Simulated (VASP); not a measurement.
Input of a VASP 6.6.1 run:

File INCAR:

```
SYSTEM = MoS2
  ALGO = Normal
  EDIFF = 1E-6
  ENCUT = 500
  GGA = CA
  GGA_COMPAT = .False.
  ISIF = 2
  ISMEAR = -1
  LASPH = .True.
  LCHARG = .False.
  LREAL = .False.
  LWAVE = .False.
  NBANDS = 20
  NELM = 120
  PREC = Accurate
  SIGMA = 0.1
```

Contents of KPOINTS:

```
k-points
0
Gamma
  4 4 2
  0 0 0
```

File POSCAR:

```
MoS2
1.0
    3.2274600000      0.0000000000      0.0000000000
   -1.6137300000      2.7950700000      0.0000000000
    0.0000000000      0.0000000000      6.3124700000
Mo S
1 2
Direct
    0.0000000000      0.0000000000      0.5000000000
    0.3333333333      0.6666666667      0.2553200000
    0.6666666667      0.3333333333      0.7446800000
```

Potentials or basis: VASP PAW LDA potentials, release 64 (Mo_sv, S).

Launch:

```bash
$ cat potpaw_LDA.64/Mo_sv/POTCAR potpaw_LDA.64/S/POTCAR > POTCAR
$ mpirun -np 1 vasp_std > vasp.out
```

Question: Predict the band gap on the k mesh.

Answer: Zero (band 13 reaches 6.69 eV, above the bottom of band 14 at 6.43 eV).

Question: What does it give for the pressure?

Answer: -5.2 GPa.

Stress tensor (GPa, compression positive):
```
-5.18  0.00  0.00
 0.00 -5.18  0.00
 0.00  0.00 -5.29
```

Caveat: the k points lie up to 0.56 Å⁻¹ apart.
